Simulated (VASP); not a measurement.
# BP (F-43m) in VASP: notebook

The runs below take BP through single point, relaxation of cell and atoms, with r2SCAN.

Program: VASP 6.6.1. These are calculated values, not measurements. Logs are shortened: lines on timing, memory, paths and dates and some standing lists are left out, and cuts for length are marked.

## (1) The cell of the first run

The structure is cubic, space group F-43m (No. 216). The conventional cell has a = 4.519 Å, b = 4.519 Å, c = 4.519 Å, α = 90.00°, β = 90.00°, γ = 90.00°. B (site symmetry -43m) has 4 P at 1.96 Å within 2.6 Å. P (site symmetry -43m) has 4 B at 1.96 Å within 2.6 Å.

## (2) Single point, r2SCAN

POSCAR

```
BP
1.0
    0.0000000000      2.2595745478      2.2595745478
    2.2595745478      0.0000000000      2.2595745478
    2.2595745478      2.2595745478      0.0000000000
B P
1 1
Direct
    0.0000000000      0.0000000000      0.0000000000
    0.7500000000      0.7500000000      0.7500000000
```

INCAR.step1

```
PREC = Accurate
ENCUT = 520
ISMEAR = 0
SIGMA = 0.01
LREAL = F
LASPH = T
NELM = 60
NBANDS = 11
GGA = PE
ALGO = Normal
EDIFF = 1E-4
LWAVE = T
LCHARG = F
```

INCAR.step2

```
PREC = Accurate
ENCUT = 520
EDIFF = 1E-7
ISMEAR = 0
SIGMA = 0.01
LREAL = F
LASPH = T
NELM = 60
ALGO = Normal
ISIF = 2
LWAVE = F
LCHARG = T
METAGGA = R2SCAN
LMIXTAU = T
LELF = T
LVHAR = T
NBANDS = 11
ISTART = 1
```

KPOINTS

```
regular mesh
0
Gamma
  8 8 8
```

Potentials or basis: VASP PAW PBE potentials, release 64 (B, P).

Launch:

```
cat potpaw_PBE.64/B/POTCAR potpaw_PBE.64/P/POTCAR > POTCAR
cp INCAR.step1 INCAR
mpirun -np 1 vasp_std > vasp.out
cp INCAR.step2 INCAR
mpirun -np 1 vasp_std > vasp.out
```

OUTCAR:

```text
PREC = Accurate
   ENCUT = 520
   EDIFF = 1E-7
   ISMEAR = 0
   LREAL = F
   LASPH = T
   NELM = 60
   ISIF = 2
   METAGGA = R2SCAN
   ISTART = 1

 ion  position               nearest neighbor table
   1  0.000  0.000  0.000-   2 1.96   2 1.96   2 1.96   2 1.96
   2  0.750  0.750  0.750-   1 1.96   1 1.96   1 1.96   1 1.96

  LATTYP: Found a face centered cubic cell.
 ALAT       =     4.5191490956

  Lattice vectors:

 A1 = (   0.0000000000,   2.2595745478,   2.2595745478)
 A2 = (   2.2595745478,   0.0000000000,   2.2595745478)
 A3 = (   2.2595745478,   2.2595745478,   0.0000000000)

Analysis of symmetry for initial positions (statically):
=====================================================================
 Subroutine PRICEL returns:
 Original cell was already a primitive cell.

 Routine SETGRP: Setting up the symmetry group for a
 face centered cubic supercell.

 Subroutine GETGRP returns: Found 24 space group operations
 (whereof 24 operations were pure point group operations)
 out of a pool of 48 trial point group operations.

The static configuration has the point symmetry T_d .

Analysis of symmetry for dynamics (positions and initial velocities):
=====================================================================
 Subroutine PRICEL returns:
 Original cell was already a primitive cell.

 Routine SETGRP: Setting up the symmetry group for a
 face centered cubic supercell.

 Subroutine GETGRP returns: Found 24 space group operations
 (whereof 24 operations were pure point group operations)
 out of a pool of 48 trial point group operations.

The dynamic configuration has the point symmetry T_d .

 Subroutine INISYM returns: Found 24 space group operations
 (whereof 24 operations are pure point group operations),
 and found     1 'primitive' translations

----------------------------------------------------------------------------------------

                                     Primitive cell

  volume of cell :      23.0733

  direct lattice vectors                    reciprocal lattice vectors
     0.000000000  2.259574548  2.259574548    -0.221280595  0.221280595  0.221280595
     2.259574548  0.000000000  2.259574548     0.221280595 -0.221280595  0.221280595
     2.259574548  2.259574548  0.000000000     0.221280595  0.221280595 -0.221280595

  length of vectors
     3.195520971  3.195520971  3.195520971     0.383269233  0.383269233  0.383269233

  position of ions in fractional coordinates (direct lattice)
     0.000000000  0.000000000  0.000000000
     0.750000000  0.750000000  0.750000000

  ion indices of the primitive-cell ions
   primitive index   ion index
                 1           1
                 2           2

----------------------------------------------------------------------------------------

 KPOINTS: regular mesh

Automatic generation of k-mesh.
 Grid dimensions read from file:
 generate k-points for:    8    8    8

 Generating k-lattice:

  Cartesian coordinates                     Fractional coordinates (reciprocal lattice)
    -0.027660074  0.027660074  0.027660074     0.125000000  0.000000000  0.000000000
     0.027660074 -0.027660074  0.027660074     0.000000000  0.125000000  0.000000000
     0.027660074  0.027660074 -0.027660074     0.000000000  0.000000000  0.125000000

  Length of vectors
     0.047908654  0.047908654  0.047908654

  Shift w.r.t. Gamma in fractional coordinates (k-lattice)
     0.000000000  0.000000000  0.000000000

 Subroutine IBZKPT returns following result:
 ===========================================

 Found     29 irreducible k-points:

 Following reciprocal coordinates:
            Coordinates               Weight
  0.000000  0.000000  0.000000      1.000000
  0.125000  0.000000  0.000000      8.000000
  0.250000  0.000000  0.000000      8.000000
  0.375000  0.000000  0.000000      8.000000
  0.500000  0.000000  0.000000      4.000000
  0.125000  0.125000  0.000000      6.000000
[... 16 lines left out ...]
  0.500000  0.250000  0.125000     48.000000
 -0.375000  0.250000  0.125000     24.000000
 [... further k-points ...]
   k-points           NKPTS =     29   k-points in BZ     NKDIM =     29   number of bands    NBANDS=     11
   number of dos      NEDOS =    301   number of ions     NIONS =      2
   total plane-waves  NPLWV =  13824
   dimension x,y,z NGX =    24 NGY =   24 NGZ =   24
   dimension x,y,z NGXF=    48 NGYF=   48 NGZF=   48
   ions per type =               1   1
   NGX,Y,Z   is equivalent  to a cutoff of  12.49, 12.49, 12.49 a.u.
   NGXF,Y,Z  is equivalent  to a cutoff of  24.97, 24.97, 24.97 a.u.
 SYSTEM =  unknown system
   PREC   = accura    normal or accurate (medium, high low for compatibility)
   ISTART =      1    job   : 0-new  1-cont  2-samecut
   ICHARG =      0    charge: 1-file 2-atom 10-const
   ISPIN  =      1    spin polarized calculation?
   LNONCOLLINEAR =      F non collinear calculations
   LSORBIT =      F    spin-orbit coupling
   LASPH  =      T    aspherical Exc in radial PAW
   ENCUT  =  520.0 eV  38.22 Ry    6.18 a.u.   5.94  5.94  5.94*2*pi/ulx,y,z
   NELM   =     60;   NELMIN=  2; NELMDL=  0     # of ELM steps
   EDIFF  = 0.1E-06   stopping-criterion for ELM
   LREAL  =      F    real-space projection
   EDIFFG = 0.1E-05   stopping-criterion for IOM
   NSW    =      0    number of steps for IOM
   IBRION =     -1    ionic relax: 0-MD 1-quasi-New 2-CG
   NFREE  =      0    steps in history (QN), initial steepest desc. (CG)
   ISIF   =      2    stress and relaxation
   ISYM   =      2    0-nonsym 1-usesym 2-fastsym
   POTIM  = 0.5000    time-step for ionic-motion
   TEBEG  =    0.0;   TEEND  =   0.0 temperature during run
   PSTRESS=    0.0 pullay stress
   NELECT =       8.0000    total number of electrons
   NUPDOWN=      -1.0000    fix difference up-down
   EMIN   =  10.00;   EMAX   =-10.00  energy-range for DOS
   EFERMI =   0.00;   METHOD = LEGACY
   ISMEAR =     0;   SIGMA  =   0.01  broadening in eV -4-tet -1-fermi 0-gaus
   EFERMI_NEDOS =   21; number of points for ismear=-14 and -15
   IALGO  =     38    algorithm
   IMIX   =      4    mixing-type and parameters
     AMIX     =   0.40;   BMIX     =  1.00
     AMIX_MAG =   1.60;   BMIX_MAG =  1.00
  volume/ion in A,a.u.               =      11.54        77.85
  Fermi-wavevector in a.u.,A,eV,Ry     =   1.150098  2.173370 17.996769  1.322725
  Thomas-Fermi vector in A             =   2.286764
   LORBIT       =      0    0 simple, 1 ext, 2 COOP (PROOUT), +10 PAW based schemes
   METAGGA = R2SCAN    functional components
   LHFCALC =     F    Hartree Fock is set to
   AEXX    =    0.0000 exact exchange contribution
   IVDW    =     0    specifies the selected vdW correction
   LEPSILON=     F    determine dielectric tensor
   LRPA    =     F    only Hartree local field effects (RPA)
 non-spin polarized calculation
 Gauss-broadening in eV      SIGMA  =   0.01
  energy-cutoff  :      520.00
  volume of cell :       23.07
 maximum number of plane-waves:       636
   NGX = 11   NGY = 11   NGZ = 11

 number of electron       8.0000001 magnetization

 Free energy of the ion-electron system (eV)
  ---------------------------------------------------
  ext. energy  EPLUGINS =         0.00000000
  ---------------------------------------------------
  free energy    TOTEN  =       -17.30852494 eV

  energy without entropy =      -17.30852494  energy(sigma->0) =      -17.30852494

 E-fermi :   7.6036     XC(G=0): -11.5571

 val. band max:        7.5391959958   @ k =   0.0000   0.0000   0.0000
 cond. band min:       9.0010778240   @ k =   0.3750   0.3750   0.0000
 fundamental gap:      1.4618818283
 Fermi energy:         7.6036350198

 k-point     1 :       0.0000    0.0000    0.0000
  band No.  band energies     occupation
      1      -8.8362      2.00000
      2       7.5392      2.00000
      3       7.5392      2.00000
      4       7.5392      2.00000
      5      11.1984      0.00000
      6      11.1984      0.00000
      7      11.1984      0.00000
      8      15.7510      0.00000
      9      20.0388      0.00000
     10      20.2205      0.00000
     11      20.2205      0.00000

 k-point     2 :       0.1250    0.0000    0.0000
  band No.  band energies     occupation
      1      -8.5378      2.00000
      2       5.5736      2.00000
      3       7.0814      2.00000
      4       7.0814      2.00000
      5      11.8228      0.00000
      6      11.8350      0.00000
      7      11.8350      0.00000
      8      16.5520      0.00000
      9      19.3123      0.00000
     10      19.3123      0.00000
     11      20.9138      0.00000

 k-point     3 :       0.2500    0.0000    0.0000
  band No.  band energies     occupation
      1      -7.6620      2.00000
      2       2.4009      2.00000
      3       6.3442      2.00000
      4       6.3442      2.00000
      5      11.9592      0.00000
      6      12.6558      0.00000
      7      12.6558      0.00000
      8      18.0496      0.00000
      9      19.0816      0.00000
     10      19.0816      0.00000
     11      21.5809      0.00000

 k-point     4 :       0.3750    0.0000    0.0000
  band No.  band energies     occupation
      1      -6.3193      2.00000
      2      -0.4931      2.00000
      3       5.8333      2.00000
      4       5.8333      2.00000
      5      11.8227      0.00000
      6      12.6976      0.00000
      7      12.6976      0.00000
      8      18.5712      0.00000
      9      20.9037      0.00000
     10      20.9037      0.00000
     11      22.4485      0.00000
[... 239 lines left out ...]
 k-point    22 :       0.3750    0.2500    0.1250
  band No.  band energies     occupation
      1      -6.8923      2.00000
      2       2.3024      2.00000
      3       3.5089      2.00000
      4       5.4320      2.00000
      5      11.3140      0.00000
      6      13.9890      0.00000
      7      14.2588      0.00000
      8      15.6506      0.00000
      9      19.9229      0.00000
     10      22.4095      0.00000
     11      24.3401      0.00000

 k-point    23 :       0.5000    0.2500    0.1250
  band No.  band energies     occupation
      1      -5.5793      2.00000
      2      -0.0039      2.00000
      3       2.8189      2.00000
      4       4.6135      2.00000
      5      12.0067      0.00000
      6      13.4337      0.00000
      7      15.4528      0.00000
      8      16.5079      0.00000
      9      20.9141      0.00000
     10      21.8202      0.00000
     11      25.7587      0.00000

 k-point    24 :      -0.3750    0.2500    0.1250
  band No.  band energies     occupation
      1      -4.5845      2.00000
      2      -1.4499      2.00000
      3       2.7348      2.00000
      4       4.2210      2.00000
      5      12.1002      0.00000
      6      13.1428      0.00000
      7      16.5198      0.00000
      8      18.1301      0.00000
      9      18.6886      0.00000
     10      22.9337      0.00000
     11      25.4508      0.00000

 [... further k-points ...]

------------------------ aborting loop because EDIFF is reached ----------------------------------------

  FORCE on cell =-STRESS in cart. coord.  units (eV):
  Direction    XX          YY          ZZ          XY          YZ          ZX
  --------------------------------------------------------------------------------------
  -------------------------------------------------------------------------------------
  Total        0.2148575      0.2148575      0.2148575      0.0000000     -0.0000000      0.0000000
  in kB       14.9193936     14.9193936     14.9193936      0.0000000     -0.0000000      0.0000000
  external PRESSURE =      14.9193936 kB  Pullay stress =       0.0000000 kB

 VOLUME and BASIS-vectors are now :
 -----------------------------------------------------------------------------
  energy-cutoff  :      520.00
  volume of cell :       23.07
      direct lattice vectors                 reciprocal lattice vectors
     0.000000000  2.259574548  2.259574548    -0.221280595  0.221280595  0.221280595
     2.259574548  0.000000000  2.259574548     0.221280595 -0.221280595  0.221280595
     2.259574548  2.259574548  0.000000000     0.221280595  0.221280595 -0.221280595

 POSITION                                       TOTAL-FORCE (eV/Angst)
 -----------------------------------------------------------------------------------
      0.00000      0.00000      0.00000         0.000000     -0.000000     -0.000000
      3.38936      3.38936      3.38936        -0.000000      0.000000      0.000000
 -----------------------------------------------------------------------------------
    total drift:                               -0.000000     -0.000000     -0.000000

  FREE ENERGIE OF THE ION-ELECTRON SYSTEM (eV)
  ---------------------------------------------------
  free  energy   TOTEN  =       -17.3085249404 eV

  energy  without entropy=      -17.3085249404  energy(sigma->0) =      -17.30852494
```

Run time: 12 s. Hardware: 1 thread of Intel Xeon 6975P-C (Granite Rapids), shared host; peak memory 0.13 GiB.

What came out:

| Item | Value |
| --- | --- |
| Free energy | -17.3085 eV |
| Pressure | 1.5 GPa |
| Band gap on the k mesh | 1.46 eV, indirect (least direct gap 3.66 eV) |

Levels at points of the mesh, in eV from the valence-band top:
```tsv
k point	band 1	band 2	band 3	band 4	band 5	band 6	band 7	band 8
(0.00, 0.00, 0.00)	-16.38	0.00	0.00	0.00	3.66	3.66	3.66	8.21
(0.50, 0.00, 0.00)	-12.83	-9.59	-1.88	-1.88	4.22	5.04	5.04	10.97
(0.50, 0.50, 0.00)	-11.15	-9.19	-4.39	-4.39	1.51	1.90	13.19	13.19
```

Caveat: the PAW data sets were made with another functional, which shifts forces and pressure a little. A k mesh can miss the band edges.

## (3) Relaxation of cell and atoms, r2SCAN, target pressure 1 GPa, at which the enthalpy is minimised

This run uses another cell than the first one, of 11.67 Å³/atom, 1.012 times its volume.

POSCAR

```
BP
1.0
    0.0000000000      2.2682552984      2.2682552984
    2.2682552984      0.0000000000      2.2682552984
    2.2682552984      2.2682552984      0.0000000000
B P
1 1
Direct
    0.0000000000      0.0000000000      0.0000000000
    0.7500000000      0.7500000000      0.7500000000
```

INCAR.step1

```
PREC = Accurate ; ENCUT = 600
ISMEAR = 0 ; SIGMA = 0.01
LREAL = F ; LASPH = T
NELM = 100 ; GGA = PE
ALGO = Normal ; EDIFF = 1E-4
LWAVE = T ; LCHARG = F
```

INCAR.step2

```
PREC = Accurate ; ENCUT = 600
EDIFF = 1E-6 ; ISMEAR = 0
SIGMA = 0.01 ; LREAL = F
LASPH = T ; NELM = 100
ALGO = Normal ; ISIF = 3
LWAVE = F ; LCHARG = F
METAGGA = R2SCAN ; LMIXTAU = T
IBRION = 2 ; NSW = 100
EDIFFG = -0.002 ; PSTRESS = 10.0
ISTART = 1
```

KPOINTS

```
Automatic mesh
0
Gamma
  8 8 8
```

Potentials or basis: VASP PAW PBE potentials, release 64 (B, P).

Launch:

```
cat potpaw_PBE.64/B/POTCAR potpaw_PBE.64/P/POTCAR > POTCAR
cp INCAR.step1 INCAR
mpirun -np 1 vasp_std > vasp.out
cp INCAR.step2 INCAR
mpirun -np 1 vasp_std > vasp.out
```

OUTCAR:

```text
PREC = Accurate
   ENCUT = 600
   EDIFF = 1E-6
   ISMEAR = 0
   LREAL = F
   LASPH = T
   NELM = 100
   ISIF = 3
   METAGGA = R2SCAN
   IBRION = 2
   NSW = 100
   EDIFFG = -0.002
   PSTRESS = 10.0
   ISTART = 1

 ion  position               nearest neighbor table
   1  0.000  0.000  0.000-   2 1.96   2 1.96   2 1.96   2 1.96
   2  0.750  0.750  0.750-   1 1.96   1 1.96   1 1.96   1 1.96

  LATTYP: Found a face centered cubic cell.
 ALAT       =     4.5365105968

  Lattice vectors:

 A1 = (   0.0000000000,   2.2682552984,   2.2682552984)
 A2 = (   2.2682552984,   0.0000000000,   2.2682552984)
 A3 = (   2.2682552984,   2.2682552984,   0.0000000000)

Analysis of symmetry for initial positions (statically):
[... 255 lines left out ...]
  ext. energy  EPLUGINS =         0.00000000
  ---------------------------------------------------
  free energy    TOTEN  =       -17.31173800 eV

  energy without entropy =      -17.31173800  energy(sigma->0) =      -17.31173800

 E-fermi :   7.5597     XC(G=0): -11.5441

 val. band max:        7.5044320013   @ k =   0.0000   0.0000   0.0000
 cond. band min:       8.9701635420   @ k =   0.3750   0.3750   0.0000
 fundamental gap:      1.4657315407
 Fermi energy:         7.5596774724

 k-point     1 :       0.0000    0.0000    0.0000
  band No.  band energies     occupation
      1      -8.8437      2.00000
      2       7.5044      2.00000
      3       7.5044      2.00000
      4       7.5044      2.00000
      5      11.1602      0.00000
      6      11.1602      0.00000
      7      11.1602      0.00000
      8      15.6714      0.00000
[... 243 lines left out ...]
 k-point    24 :      -0.3750    0.2500    0.1250
  band No.  band energies     occupation
      1      -4.6052      2.00000
      2      -1.4656      2.00000
      3       2.7097      2.00000
      4       4.1951      2.00000
      5      12.0653      0.00000
      6      13.0984      0.00000
      7      16.4666      0.00000
      8      18.0772      0.00000

 [... further k-points ...]
[... 5 lines left out ...]
  --------------------------------------------------------------------------------------
  -------------------------------------------------------------------------------------
  Total        0.1450973      0.1450973      0.1450973      0.0000000      0.0000000      0.0000000
  in kB       10.0468187     10.0468187     10.0468187      0.0000000      0.0000000      0.0000000
  external PRESSURE =       0.0468187 kB  Pullay stress =      10.0000000 kB
[... 21 lines left out ...]
  energy  without entropy=      -17.3117379963  energy(sigma->0) =      -17.31173800

  enthalpy is  TOTEN    =       -17.1673168693 eV   P V=        0.1444211271

 reached required accuracy - stopping structural energy minimisation
```

Run time: 39 s. Hardware: 1 thread of Intel Xeon 6975P-C (Granite Rapids), shared host; peak memory 0.15 GiB.

What came out:

```yaml
Free_energy: -17.3117 eV
Relaxed_volume: 11.57 Å³/atom
Relaxed_cell: a = 3.199 Å, b = 3.199 Å, c = 3.199 Å, α = 60.00°, β = 60.00°, γ = 60.00°
Space_group_after_relaxing_to_0.05_Å: F-43m (No. 216)
Energy_change_on_relaxing_the_enthalpy_is_what_falls: +0.2 meV/atom
Ionic_steps: 3
Pressure_after_relaxing: 1.0 GPa
Band_gap_on_the_k_mesh: 1.47 eV, indirect (least direct gap 3.66 eV)
```

The path:
```tsv
step	energy change (eV)	largest force (eV/Å)	pressure (GPa)	volume (Å³)
1	0.0000	0.0000	-0.48	23.34
2	0.0019	0.0000	2.24	22.98
3	0.0003	0.0000	1.00	23.14
```

Final structure:
```
CELL_PARAMETERS angstrom
0.00000 2.26171 2.26171
2.26171 0.00000 2.26171
2.26171 2.26171 0.00000
ATOMIC_POSITIONS crystal
B 0.00000 0.00000 0.00000
P 0.75000 0.75000 0.75000
```

Caveat: the cell is relaxed towards a set pressure, so the enthalpy falls and the energy may rise; the PAW data sets were made with another functional, which shifts forces and pressure a little. A k mesh can miss the band edges.

[end of part 1 of 2]
